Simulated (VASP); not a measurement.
Write the native input for VASP 6.6.1 that does the following.

- Task: single point
- Functional: LDA
- Potentials or basis: VASP PAW LDA potentials, release 64 (Hf_pv, O)
- Cutoff: 600 eV
- k mesh: 8 × 8 × 8
- Occupations: fermi-dirac, width 0.02 eV
- Spin: no spin polarisation
- Dipole correction: no
- Further INCAR settings: ALGO = Normal; EDIFF = 1e-06; NBANDS = 18

The structure of HfO2 lies in POSCAR:

```
HfO2
1.0
    0.0000000000      2.5005318691      2.5005318691
    2.5005318691      0.0000000000      2.5005318691
    2.5005318691      2.5005318691      0.0000000000
Hf O
1 2
Direct
    0.0000000000      0.0000000000      0.0000000000
    0.2500000000      0.2500000000      0.2500000000
    0.7500000000      0.7500000000      0.7500000000
```

These files were run (other wordings do the same):

INCAR

```
PREC = Accurate
ENCUT = 600
EDIFF = 1E-6
ISMEAR = -1
SIGMA = 0.02
LREAL = False
LASPH = True
NELM = 120
ALGO = Normal
ISIF = 2
LWAVE = False
LCHARG = False
NBANDS = 18
GGA_COMPAT = False
```

KPOINTS

```
Automatic mesh
0
Gamma
  8 8 8
```

Potentials or basis: VASP PAW LDA potentials, release 64 (Hf_pv, O).

Launch:

```console
$ cat potpaw_LDA.64/Hf_pv/POTCAR potpaw_LDA.64/O/POTCAR > POTCAR
$ mpirun -np 1 vasp_std > vasp.out
```

It gave:

The pressure is -3.5 GPa and the band gap on the k mesh is 3.70 eV, direct.

Caveat: spin-orbit coupling is left out, which moves the levels of the heavy elements.

Run time: 24 s on 1 thread of AMD EPYC 7R13, on a shared host, peak memory 0.12 GiB.
